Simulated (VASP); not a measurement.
Write the native input for VASP 6.6.1 that does the following.

| Quantity | Value |
| --- | --- |
| Task | single point |
| Functional | r2SCAN |
| Potentials or basis | VASP PAW PBE potentials, release 64 (Si, C) |
| Cutoff | 520 eV |
| k mesh | 10 × 10 × 10 |
| Occupations | gaussian, width 0.05 eV |
| Spin | no spin polarisation |
| Dipole correction | no |
| Further INCAR settings | ALGO = Normal; EDIFF = 1e-06; NBANDS = 11 |

Crystal: SiC.

```
Si C
1.0
     0.00000    2.17814    2.17814
     2.17814    0.00000    2.17814
     2.17814    2.17814    0.00000
Si C
1 1
Direct
  0.00000 0.00000 0.00000
  0.78443 0.78443 0.66687
```

This cell differs from its parent crystal: atom 2 (C) moved by (-0.150, +0.150) A along [1 1 0] and z.

The input as run:

POSCAR

```
SiC
1.0
    0.0000000000      2.1781449855      2.1781449855
    2.1781449855      0.0000000000      2.1781449855
    2.1781449855      2.1781449855      0.0000000000
Si C
1 1
Direct
    0.0000000000      0.0000000000      0.0000000000
    0.7844329696      0.7844329696      0.6668714579
```

INCAR.step1

```
SYSTEM = SiC
ALGO     = Normal         ! electronic algorithm
EDIFF    = 1E-4           ! SCF threshold, eV
ENCUT    = 520            ! plane-wave cutoff, eV
GGA      = PE             ! functional
ISMEAR   = 0              ! smearing method
LASPH    = .True.         ! aspherical terms in the spheres
LCHARG   = .False.        ! write CHGCAR
LREAL    = .False.        ! projectors in reciprocal space
LWAVE    = .True.         ! write WAVECAR
NBANDS   = 11             ! bands
NELM     = 60             ! most SCF steps
PREC     = Accurate       ! precision mode
SIGMA    = 0.05           ! smearing width, eV
```

INCAR.step2

```
SYSTEM = SiC
ALGO     = Normal         ! electronic algorithm
EDIFF    = 1E-6           ! SCF threshold, eV
ENCUT    = 520            ! plane-wave cutoff, eV
ISIF     = 2              ! what is computed and relaxed
ISMEAR   = 0              ! smearing method
ISTART   = 1            
LASPH    = .True.         ! aspherical terms in the spheres
LCHARG   = .False.        ! write CHGCAR
LMIXTAU  = .True.       
LREAL    = .False.        ! projectors in reciprocal space
LWAVE    = .False.        ! write WAVECAR
METAGGA  = R2SCAN         ! meta-GGA
NBANDS   = 11             ! bands
NELM     = 60             ! most SCF steps
PREC     = Accurate       ! precision mode
SIGMA    = 0.05           ! smearing width, eV
```

KPOINTS

```
k-points
0
Gamma
  10 10 10
  0 0 0
```

Potentials or basis: VASP PAW PBE potentials, release 64 (Si, C).

Run with:

```console
$ cat potpaw_PBE.64/Si/POTCAR potpaw_PBE.64/C/POTCAR > POTCAR
$ cp INCAR.step1 INCAR
$ mpirun -np 1 vasp_std > vasp.out
$ cp INCAR.step2 INCAR
$ mpirun -np 1 vasp_std > vasp.out
```

It gave:

The pressure is 7.2 GPa, the largest force is 6.177 eV/Å and the band gap on the k mesh is 0.97 eV (least direct gap 4.62 eV).

Caveat: the cell differs from its parent crystal (atom 2 (C) moved by (-0.150, +0.150) A along [1 1 0] and z); the cell stands under pressure; the PAW data sets were made with another functional, which shifts forces and pressure a little.

Run time: 3.1 min on 1 thread of Intel Xeon 8259CL, with other jobs on the host, peak memory 0.18 GiB.
